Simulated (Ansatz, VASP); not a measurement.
**Two plane-wave programs on Si3As**

The input INCAR:

```
SYSTEM = Si3As
ALGO = Normal ; EDIFF = 1E-6
ENCUT = 520 ; GGA = PE
ISIF = 2 ; ISMEAR = 0
LASPH = .TRUE. ; LCHARG = .FALSE.
LREAL = .FALSE. ; LWAVE = .FALSE.
NBANDS = 27 ; NELM = 100
PREC = Accurate ; SIGMA = 0.2
```

File KPOINTS:

```
k-points
0
G
  6 4 4
  0 0 0
```

The input POSCAR:

```
Si3As
1.0
   -3.3218254802      0.0000000000      0.0000000000
    0.0000000000      0.0000000000     -5.7662796786
    0.0000000000     -6.6436509604      0.0000000000
Si As
6 2
Direct
    0.5000000000      0.7248360299      0.7500000000
    0.5000000000      0.7248360299      0.2500000000
    0.5000000000      0.2751639701      0.7500000000
    0.5000000000      0.2751639701      0.2500000000
    1.0000000000      0.5000000000      0.5000000000
    0.0000000000      0.5000000000      0.0000000000
    1.0000000000      0.0000000000      0.5000000000
    1.0000000000      0.0000000000      1.0000000000
```

Input for Ansatz:

```yaml
crystal:
  lattice:
    - [-3.3218254802, 0.0, 0.0]
    - [0.0, 0.0, -5.7662796786]
    - [0.0, -6.6436509604, 0.0]
  atoms:
    - { symbol: Si, position: [0.5, 0.7248360299, 0.75] }
    - { symbol: Si, position: [0.5, 0.7248360299, 0.25] }
    - { symbol: Si, position: [0.5, 0.2751639701, 0.75] }
    - { symbol: Si, position: [0.5, 0.2751639701, 0.25] }
    - { symbol: Si, position: [1.0, 0.5, 0.5] }
    - { symbol: Si, position: [0.0, 0.5, 0.0] }
    - { symbol: As, position: [1.0, 0.0, 0.5] }
    - { symbol: As, position: [1.0, 0.0, 1.0] }
basis:
  ecutwfc: 420
kpoints:
  mp_grid: { grid: [6, 4, 4] }
hamiltonian:
  xc: pbe
scf:
  occupations: { method: gaussian, width: 0.2 }
  lower_state_search: "off"
output:
  forces: true
  stress: true
  eigenvalues: true
```

Alike in both runs: task single point; functional PBE; k mesh 6 × 4 × 4; occupations gaussian, width 0.2 eV; no spin polarisation.

|  | VASP | Ansatz |
| --- | --- | --- |
| version | VASP 6.6.1 | Ansatz 0.2.0 |
| potentials or method | VASP PAW PBE potentials, release 64 (Si, As), cutoff 520 eV | scalar-relativistic, plane waves, PAW |
| valence electrons in the cell | 34 | 54 |

|  | VASP | Ansatz | Ansatz less VASP |
| --- | --- | --- | --- |
| gap on the k mesh at the Fermi level (eV) | none | none | - |
| pressure (GPa) | 0.5 | 0.4 | -0.05 |
| traceless stress, the component that is largest in VASP (GPa) | 1.75 | 1.75 | +0.001 |
| rms of the force components (eV/Å) | 0.033 | 0.029 | -0.0043 |

Atom by atom the forces differ by 0.004 eV/Å (rms over components). A gap of «none» marks a metal or a gap that the smearing closes. VASP's potentials hold 34 valence electrons a cell and Ansatz's 54, so a difference there can come from the potentials and not from the codes.
